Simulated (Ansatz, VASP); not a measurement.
## One calculation of Ge17Se15, two programs

```
Ge Se
1.0
     0.00000    0.00000    8.86021
     0.00000    7.75309   -4.43010
   -10.95991    0.00000    0.00000
Ge Se
17 15
Direct
  0.63110 0.37447 0.87338
  0.12872 0.37450 0.87449
  0.88149 0.87625 0.87498
  0.37990 0.87282 0.87486
  0.51784 0.37500 0.38204
  0.99647 0.37496 0.37541
  0.74639 0.88148 0.37190
  0.23986 0.86858 0.37195
  0.25501 0.12695 0.62174
  0.75629 0.12227 0.62690
  0.50260 0.62206 0.62189
  0.00858 0.62688 0.62693
  0.11854 0.11758 0.11104
  0.61456 0.13422 0.13097
  0.37573 0.63233 0.11135
  0.85534 0.61564 0.13096
  0.42058 0.37499 0.16177
  0.93295 0.37496 0.14668
  0.68713 0.88209 0.14222
  0.18004 0.86779 0.14218
  0.68825 0.37456 0.64512
  0.18411 0.37450 0.64346
  0.93609 0.87609 0.64257
  0.43462 0.87297 0.64245
  0.06548 0.12871 0.34496
  0.56531 0.11918 0.35877
  0.31175 0.62140 0.34522
  0.82111 0.63078 0.35874
  0.31293 0.12681 0.85282
  0.80817 0.12387 0.85672
  0.56052 0.62214 0.85302
  0.05889 0.62522 0.85672
```

Alike in both runs: functional PBE; dispersion D3(BJ); k mesh 2 × 2 × 2; occupations gaussian, width 0.01 eV; no spin polarisation.

Ansatz relaxed the structure, and its values are those at the end. VASP's run is a single point on that final structure, the one shown.

|  | VASP | Ansatz |
| --- | --- | --- |
| version | VASP 6.6.1 | Ansatz 0.2.0 |
| potentials or method | VASP PAW PBE potentials, release 64 (Ge_d, Se), cutoff 410 eV | scalar-relativistic, plane waves, PAW |
| valence electrons in the cell | 328 | 478 |

|  | VASP | Ansatz | Ansatz less VASP |
| --- | --- | --- | --- |
| gap on the k mesh at the Fermi level (eV) | 0.13 | 0.13 | -0.001 |
| least direct gap on the mesh (eV) | 0.13 | 0.13 | -0.001 |
| rms of the force components (eV/Å) | 0.010 | 0.002 | -0.0076 |

VASP's potentials hold 328 valence electrons a cell and Ansatz's 478, so a difference there can come from the potentials and not from the codes. Ansatz's warnings: dispersion switch in reach.
